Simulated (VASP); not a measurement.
## Ga6HN6 (a cell with a defect): single point with PBE

The system is Ga6HN6 (a cell with a defect).

```
Ga N H
1.0
     0.00000    0.00000   -5.24317
     4.82756    2.78719    0.00000
     0.00000   -5.57438    0.00000
Ga N H
6 6 1
Direct
  0.47566 0.63208 0.64065
  0.50153 0.35238 0.00922
  0.49984 0.00258 0.33497
  0.00274 0.33779 0.33494
  0.01733 0.00912 0.67277
  0.01020 0.67370 0.00602
  0.11810 0.67003 0.66796
  0.13025 0.34334 0.00608
  0.13015 0.00806 0.34177
  0.62951 0.32922 0.33159
  0.64073 0.99640 0.71268
  0.63232 0.68736 0.99970
  0.67097 0.92316 0.87241
```

```
Program             : VASP 6.6.1
Task                : single point
Functional          : PBE
Potentials or basis : VASP PAW PBE potentials, release 64 (Ga_d, N, H)
Cutoff              : 520 eV
k mesh              : 3 × 3 × 3
Occupations         : gaussian, width 0.02 eV
Spin                : no spin polarisation
```

| Quantity | Value |
| --- | --- |
| Largest force | 2.041 eV/Å |

Forces in eV/Å, atoms in the order of the input:
```
Ga  -0.211 -0.441  0.007
Ga   0.246 -0.085  0.025
Ga  -0.199  0.340  0.104
Ga   0.020  0.001 -0.021
Ga   0.008 -0.012 -0.194
Ga  -0.062 -0.015  0.145
N   -0.014 -0.025 -0.035
N   -0.035 -0.030 -0.002
N   -0.021 -0.028  0.006
N   -0.105 -0.193  0.019
N   -0.074 -0.610 -0.159
N   -0.699 -0.587  0.220
H    1.146  1.686 -0.116
```

Levels at points of the mesh, in eV from the Fermi level:
```csv
k point,band 50,band 51,band 52,band 53,band 54,band 55,band 56,band 57,band 58,band 59
"(0.00, 0.00, 0.00)",-1.34,-1.22,-0.36,-0.31,-0.13,1.35,3.60,4.75,4.83,6.24
```

Wall time 5.9 min on 1 thread of Intel Xeon 8259CL, with other jobs on the host, peak memory 0.3 GiB.

Caveat: the k points lie up to 0.43 Å⁻¹ apart; the cell carries a net charge on a neutralising background, which shifts energy and pressure; the cell is charged against a uniform background, so pressure and absolute levels hang on convention.
